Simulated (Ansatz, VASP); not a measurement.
One calculation of TiW14, two programs

```
Ti W
1.0
     6.32000    0.00000    0.00000
     0.00000    6.32000    0.00000
     0.00000    0.00000    6.32000
Ti W
1 14
Direct
  0.01035 0.00755 0.00869
  0.50141 0.00036 0.00162
  0.00339 0.49855 0.00163
  0.00340 0.00036 0.49972
  0.49736 0.49440 0.00544
  0.49730 0.00431 0.49562
  0.74912 0.25157 0.25272
  0.00715 0.49437 0.49556
  0.25442 0.74627 0.25271
  0.25443 0.25157 0.74748
  0.50187 0.49904 0.50017
  0.75333 0.75041 0.25031
  0.75333 0.24913 0.75158
  0.25202 0.75040 0.75159
  0.75083 0.74795 0.74912
```

Alike in both runs: functional PBE; k mesh 3 × 3 × 3; occupations gaussian, width 0.1 eV; no spin polarisation.

Ansatz relaxed the structure, and its values are those at the end. VASP's run is a single point on that final structure, the one shown.

```csv
,VASP,Ansatz
version,VASP 6.6.1,Ansatz 0.2.0
potentials or method,"VASP PAW PBE potentials, release 64 (Ti_sv, W_sv), cutoff 520 eV","scalar-relativistic, plane waves, PAW"
valence electrons in the cell,208,208
```

|  | VASP | Ansatz | Ansatz less VASP |
| --- | --- | --- | --- |
| rms of the force components (eV/Å) | 0.008 | 0.007 | -0.0006 |

Neither program's run includes spin-orbit coupling.
